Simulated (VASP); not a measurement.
# Nb in VASP: single point with PBE

Aim: the single point of Nb with PBE.

All numbers are computed with VASP 6.6.1; they aren't measurements. Logs are shortened: lines on timing, memory, paths and dates and some standing lists are left out, and cuts for length are marked.

## 1. The cell of the first run

The cell holds a slab with vacuum, 6 atoms: a = 2.868 Å, b = 2.868 Å, c = 26.707 Å, α = 90.00°, β = 90.00°, γ = 109.47°.

## 2. Single point, PBE

File INCAR:

```
PREC = Accurate
ENCUT = 520
EDIFF = 1E-6
ISMEAR = 0
SIGMA = 0.1
LREAL = F
LASPH = T
NELM = 80
ALGO = Normal
ISIF = 2
LWAVE = F
LCHARG = F
LDIPOL = T
IDIPOL = 3
DIPOL = 0.5 0.5 0.500
GGA = PE
NBANDS = 48
```

File KPOINTS:

```
regular mesh
0
Gamma
  13 13 1
```

File POSCAR:

```
Nb
1.0
    2.8675105716      0.0000000000      0.0000000000
   -0.9558368572      2.7035148937      0.0000000000
    0.0000000000      0.0000000000     26.7065628874
Nb
6
Direct
    0.5000000000      0.5000000000      0.2808298481
    0.0000000000      0.0000000000      0.3684979089
    0.5000000000      0.5000000000      0.4561659696
    0.0000000000      0.0000000000      0.5438340304
    0.5000000000      0.5000000000      0.6315020911
    0.0000000000      0.0000000000      0.7191701519
```

Potentials or basis: VASP PAW PBE potentials, release 64 (Nb_sv).

The run is started by

```
cat potpaw_PBE.64/Nb_sv/POTCAR > POTCAR
mpirun -np 1 vasp_std > vasp.out
```

OUTCAR:

```text
PREC = Accurate
   ENCUT = 520
   EDIFF = 1E-6
   ISMEAR = 0
   LREAL = F
   LASPH = T
   NELM = 80
   ISIF = 2
   GGA = PE

 ion  position               nearest neighbor table
   1  0.500  0.500  0.281-   2 2.87   2 2.87
   2  0.000  0.000  0.368-   3 2.87   3 2.87   1 2.87   1 2.87
   3  0.500  0.500  0.456-   2 2.87   2 2.87   4 2.87   4 2.87
   4  0.000  0.000  0.544-   5 2.87   5 2.87   3 2.87   3 2.87
   5  0.500  0.500  0.632-   4 2.87   4 2.87   6 2.87   6 2.87
   6  0.000  0.000  0.719-   5 2.87   5 2.87

  LATTYP: Found a base centered orthorhombic cell.
 ALAT       =     3.3111160008
 B/A-ratio  =     1.4142135624
 C/A-ratio  =     8.0657285583

  Lattice vectors:

 A1 = (   2.8675105716,   0.0000000000,   0.0000000000)
 A2 = (  -0.9558368572,   2.7035148937,   0.0000000000)
 A3 = (   0.0000000000,   0.0000000000,  26.7065628874)

Analysis of symmetry for initial positions (statically):
=====================================================================
 Subroutine PRICEL returns:
 Original cell was already a primitive cell.

 Routine SETGRP: Setting up the symmetry group for a
 base centered orthorhombic supercell.

 Subroutine GETGRP returns: Found  8 space group operations
 (whereof  4 operations were pure point group operations)
 out of a pool of  8 trial point group operations.

The static configuration has the point symmetry C_2v.
 The point group associated with its full space group is D_2h.

Analysis of symmetry for dynamics (positions and initial velocities):
=====================================================================
 Subroutine PRICEL returns:
 Original cell was already a primitive cell.

 Routine SETGRP: Setting up the symmetry group for a
 base centered orthorhombic supercell.

 Subroutine GETGRP returns: Found  8 space group operations
 (whereof  4 operations were pure point group operations)
 out of a pool of  8 trial point group operations.

The dynamic configuration has the point symmetry C_2v.
 The point group associated with its full space group is D_2h.

 Subroutine INISYM returns: Found  8 space group operations
 (whereof  4 operations are pure point group operations),
 and found     1 'primitive' translations

----------------------------------------------------------------------------------------

                                     Primitive cell

  volume of cell :     207.0388

  direct lattice vectors                    reciprocal lattice vectors
     2.867510572  0.000000000  0.000000000     0.348734547  0.123296281  0.000000000
    -0.955836857  2.703514894  0.000000000     0.000000000  0.369888844  0.000000000
     0.000000000  0.000000000 26.706562887     0.000000000  0.000000000  0.037443980

  length of vectors
     2.867510572  2.867510572 26.706562887     0.369888844  0.369888844  0.037443980

  position of ions in fractional coordinates (direct lattice)
     0.500000000  0.500000000  0.280829848
     0.000000000  0.000000000  0.368497909
     0.500000000  0.500000000  0.456165970
     0.000000000  0.000000000  0.543834030
     0.500000000  0.500000000  0.631502091
     0.000000000  0.000000000  0.719170152

  ion indices of the primitive-cell ions
   primitive index   ion index
                 1           1
                 2           2
                 3           3
                 4           4
                 5           5
                 6           6

----------------------------------------------------------------------------------------

 KPOINTS: regular mesh

Automatic generation of k-mesh.
 Grid dimensions read from file:
 generate k-points for:   13   13    1

 Generating k-lattice:

  Cartesian coordinates                     Fractional coordinates (reciprocal lattice)
     0.026825734  0.009484329  0.000000000     0.076923077  0.000000000  0.000000000
     0.000000000  0.028452988  0.000000000     0.000000000  0.076923077  0.000000000
     0.000000000  0.000000000  0.037443980     0.000000000  0.000000000  1.000000000

  Length of vectors
     0.028452988  0.028452988  0.037443980

  Shift w.r.t. Gamma in fractional coordinates (k-lattice)
     0.000000000  0.000000000  0.000000000

 Subroutine IBZKPT returns following result:
 ===========================================

 Found     49 irreducible k-points:

 Following reciprocal coordinates:
            Coordinates               Weight
  0.000000  0.000000  0.000000      1.000000
  0.076923 -0.000000  0.000000      4.000000
  0.153846 -0.000000  0.000000      4.000000
  0.230769 -0.000000  0.000000      4.000000
  0.307692 -0.000000  0.000000      4.000000
  0.384615 -0.000000  0.000000      4.000000
[... 16 lines left out ...]
  0.384615  0.153846  0.000000      4.000000
  0.461538  0.153846  0.000000      4.000000
 [... further k-points ...]
   k-points           NKPTS =     49   k-points in BZ     NKDIM =     49   number of bands    NBANDS=     48
   number of dos      NEDOS =    301   number of ions     NIONS =      6
   total plane-waves  NPLWV = 115200
   dimension x,y,z NGX =    24 NGY =   24 NGZ =  200
   dimension x,y,z NGXF=    48 NGYF=   48 NGZF=  400
   ions per type =               6
   NGX,Y,Z   is equivalent  to a cutoff of  13.91, 13.91, 12.45 a.u.
   NGXF,Y,Z  is equivalent  to a cutoff of  27.83, 27.83, 24.90 a.u.
 SYSTEM =  unknown system
   PREC   = accura    normal or accurate (medium, high low for compatibility)
   ISTART =      0    job   : 0-new  1-cont  2-samecut
   ICHARG =      2    charge: 1-file 2-atom 10-const
   ISPIN  =      1    spin polarized calculation?
   LNONCOLLINEAR =      F non collinear calculations
   LSORBIT =      F    spin-orbit coupling
   LASPH  =      T    aspherical Exc in radial PAW
   ENCUT  =  520.0 eV  38.22 Ry    6.18 a.u.   5.33  5.33 49.66*2*pi/ulx,y,z
   NELM   =     80;   NELMIN=  2; NELMDL= -5     # of ELM steps
   EDIFF  = 0.1E-05   stopping-criterion for ELM
   LREAL  =      F    real-space projection
   EDIFFG = 0.1E-04   stopping-criterion for IOM
   NSW    =      0    number of steps for IOM
   IBRION =     -1    ionic relax: 0-MD 1-quasi-New 2-CG
   NFREE  =      0    steps in history (QN), initial steepest desc. (CG)
   ISIF   =      2    stress and relaxation
   ISYM   =      2    0-nonsym 1-usesym 2-fastsym
   POTIM  = 0.5000    time-step for ionic-motion
   TEBEG  =    0.0;   TEEND  =   0.0 temperature during run
   PSTRESS=    0.0 pullay stress
   NELECT =      78.0000    total number of electrons
   NUPDOWN=      -1.0000    fix difference up-down
   EMIN   =  10.00;   EMAX   =-10.00  energy-range for DOS
   EFERMI =   0.00;   METHOD = LEGACY
   ISMEAR =     0;   SIGMA  =   0.10  broadening in eV -4-tet -1-fermi 0-gaus
   EFERMI_NEDOS =   21; number of points for ismear=-14 and -15
   IALGO  =     38    algorithm
   IMIX   =      4    mixing-type and parameters
     AMIX     =   0.40;   BMIX     =  1.00
     AMIX_MAG =   1.60;   BMIX_MAG =  1.00
  volume/ion in A,a.u.               =      34.51       232.86
  Fermi-wavevector in a.u.,A,eV,Ry     =   1.182376  2.234367 19.021136  1.398014
  Thomas-Fermi vector in A             =   2.318632
   LORBIT       =      0    0 simple, 1 ext, 2 COOP (PROOUT), +10 PAW based schemes
   GGA     = PE    functional components
   LHFCALC =     F    Hartree Fock is set to
   AEXX    =    0.0000 exact exchange contribution
   IVDW    =     0    specifies the selected vdW correction
   LEPSILON=     F    determine dielectric tensor
   LRPA    =     F    only Hartree local field effects (RPA)
 non-spin polarized calculation
 Gauss-broadening in eV      SIGMA  =   0.10
  energy-cutoff  :      520.00
  volume of cell :      207.04
 maximum number of plane-waves:      5630
 NGX is ok and might be reduce to    24
   NGX = 11   NGY = 11   NGZ = 99

 number of electron      78.0000000 magnetization

 dipolmoment           0.000000      0.000000     -0.000000 electrons x Angstroem

 Free energy of the ion-electron system (eV)
  ---------------------------------------------------
  ext. energy  EPLUGINS =         0.00000000
  ---------------------------------------------------
  free energy    TOTEN  =       -59.26032107 eV

  energy without entropy =      -59.21653755  energy(sigma->0) =      -59.23842931

 E-fermi :   3.8248     XC(G=0):  -7.3630

 val. band max:        3.8209728455   @ k =   0.4615  -0.0000   0.0000
 cond. band min:       3.8254951318   @ k =  -0.2308   0.1538   0.0000
 fundamental gap:      0.0045222863
 Fermi energy:         3.8247874529

 k-point     1 :       0.0000    0.0000    0.0000
  band No.  band energies     occupation
      1     -50.8218      2.00000
      2     -50.8217      2.00000
      3     -50.5505      2.00000
      4     -50.5220      2.00000
      5     -50.4331      2.00000
      6     -50.3427      2.00000
[... 40 lines left out ...]
     47       6.3898      0.00000
     48       6.4715      0.00000

 k-point     2 :       0.0769   -0.0000    0.0000
  band No.  band energies     occupation
      1     -50.8146      2.00000
      2     -50.8145      2.00000
      3     -50.5418      2.00000
      4     -50.5149      2.00000
      5     -50.4273      2.00000
      6     -50.3385      2.00000
[... 40 lines left out ...]
     47       6.2673      0.00000
     48       6.4617      0.00000

 k-point     3 :       0.1538   -0.0000    0.0000
  band No.  band energies     occupation
      1     -50.7943      2.00000
      2     -50.7942      2.00000
      3     -50.5176      2.00000
      4     -50.4952      2.00000
      5     -50.4109      2.00000
      6     -50.3275      2.00000
[... 40 lines left out ...]
     47       6.1740      0.00000
     48       6.3052      0.00000

 k-point     4 :       0.2308   -0.0000    0.0000
  band No.  band energies     occupation
      1     -50.7656      2.00000
      2     -50.7655      2.00000
      3     -50.4826      2.00000
      4     -50.4670      2.00000
      5     -50.3872      2.00000
      6     -50.3131      2.00000
[... 958 lines left out ...]
     47       6.5856      0.00000
     48       6.8394      0.00000

 k-point    23 :       0.3846    0.1538    0.0000
  band No.  band energies     occupation
      1     -50.6841      2.00000
      2     -50.6841      2.00000
      3     -50.3834      2.00000
      4     -50.3834      2.00000
      5     -50.2972      2.00000
      6     -50.2951      2.00000
[... 40 lines left out ...]
     47       6.9991      0.00000
     48       7.0374      0.00000

 k-point    24 :       0.4615    0.1538    0.0000
  band No.  band energies     occupation
      1     -50.6754      2.00000
      2     -50.6754      2.00000
      3     -50.3757      2.00000
      4     -50.3751      2.00000
      5     -50.2974      2.00000
      6     -50.2727      2.00000
[... 40 lines left out ...]
     47       6.8308      0.00000
     48       6.9620      0.00000

 [... further k-points ...]

------------------------ aborting loop because EDIFF is reached ----------------------------------------

 vacuum level on the upper side and lower side of the slab       (xc-potential included)        -0.241        -0.241

  FORCE on cell =-STRESS in cart. coord.  units (eV):
  Direction    XX          YY          ZZ          XY          YZ          ZX
  --------------------------------------------------------------------------------------
  -------------------------------------------------------------------------------------
  Total       -4.7455253     -4.3459169     -2.2502756      0.5651317      0.0000000      0.0000000
  in kB      -36.7234171    -33.6310327    -17.4138382      4.3732920      0.0000000      0.0000000
  external PRESSURE =     -29.2560960 kB  Pullay stress =       0.0000000 kB

 VOLUME and BASIS-vectors are now :
 -----------------------------------------------------------------------------
  energy-cutoff  :      520.00
  volume of cell :      207.04
      direct lattice vectors                 reciprocal lattice vectors
     2.867510572  0.000000000  0.000000000     0.348734547  0.123296281  0.000000000
    -0.955836857  2.703514894  0.000000000     0.000000000  0.369888844  0.000000000
     0.000000000  0.000000000 26.706562887     0.000000000  0.000000000  0.037443980

 POSITION                                       TOTAL-FORCE (eV/Angst)
 -----------------------------------------------------------------------------------
      0.95584      1.35176      7.50000        -0.000000      0.000000      0.391742
      0.00000      0.00000      9.84131         0.000000      0.000000     -0.344013
      0.95584      1.35176     12.18263        -0.000000      0.000000      0.004273
      0.00000      0.00000     14.52394        -0.000000      0.000000     -0.004273
      0.95584      1.35176     16.86525        -0.000000      0.000000      0.344013
      0.00000      0.00000     19.20656        -0.000000      0.000000     -0.391742
 -----------------------------------------------------------------------------------
    total drift:                                0.000000     -0.000000     -0.000000

  FREE ENERGIE OF THE ION-ELECTRON SYSTEM (eV)
  ---------------------------------------------------
  free  energy   TOTEN  =       -59.2603210688 eV

  energy  without entropy=      -59.2165375454  energy(sigma->0) =      -59.23842931

 vacuum level on the upper side and lower side of the slab         8.183         8.183
```

Run time: 24 min. Hardware: 1 thread of AMD EPYC 7R43 (Zen 3), shared host; peak memory 0.48 GiB.

What came out:

```
Free energy            : -59.2603 eV
Largest force          : 0.392 eV/Å
Band gap on the k mesh : zero (bands 39 and 40 overlap by 2.06 eV)
```

Forces in eV/Å, atoms in the order of the input:
```
Nb   0.000  0.000  0.392
Nb   0.000  0.000 -0.344
Nb   0.000  0.000  0.004
Nb   0.000  0.000 -0.004
Nb   0.000  0.000  0.344
Nb   0.000  0.000 -0.392
```
